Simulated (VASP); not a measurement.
Gd: single point with PBE

Gd:

```
CELL_PARAMETERS angstrom
-1.63104 1.63104 1.63104
1.63104 -1.63104 1.63104
1.63104 1.63104 -1.63104
ATOMIC_POSITIONS crystal
Gd 0.00000 0.00000 0.00000
```

This isn't the form of Gd at room conditions, which is hcp.

```json
{
 "Program": "VASP 6.6.1",
 "Task": "single point",
 "Functional": "PBE",
 "Potentials or basis": "VASP PAW PBE potentials, release 64 (Gd)",
 "Cutoff": "520 eV",
 "k mesh": "15 × 15 × 15",
 "Occupations": "fermi-dirac, width 0.08 eV",
 "Spin": "collinear spin, ferromagnetic start",
 "Starting moments": "[7.0] μB",
 "Dipole correction": "no",
 "Further INCAR settings": "ALGO = Normal; EDIFF = 1e-07; NBANDS = 19"
}
```

```yaml
Pressure: 60.5 GPa
Net_moment: 7.27 μB per cell
Site_moments: Gd +6.88 μB
Valence_electrons_inside_the_program's_atomic_spheres: Gd 15.79
```

Levels at points of the mesh, in eV from the Fermi level:
Spin up:
```tsv
k point	band 10	band 11	band 12	band 13	band 14	band 15	band 16	band 17
(0.00, 0.00, 0.00)	-3.50	-3.50	-3.33	1.81	1.81	1.81	5.84	5.84
```
Spin down:
```
           k point  band 2  band 3  band 4  band 5  band 6  band 7  band 8  band 9
(0.00, 0.00, 0.00)  -17.64  -17.64  -17.64   -3.37    0.71    0.71    0.71    1.88
```

Wall time 5.3 min on 1 thread of Oxide Virtual Turin-like Processor, on a shared host, peak memory 0.17 GiB.

Caveat: the cell stands under pressure; spin-orbit coupling is left out, which moves the levels of the heavy elements; semilocal functionals describe open f shells poorly, which spoils levels, moments and volumes. The state reached can hang on the start; a lower one may exist.
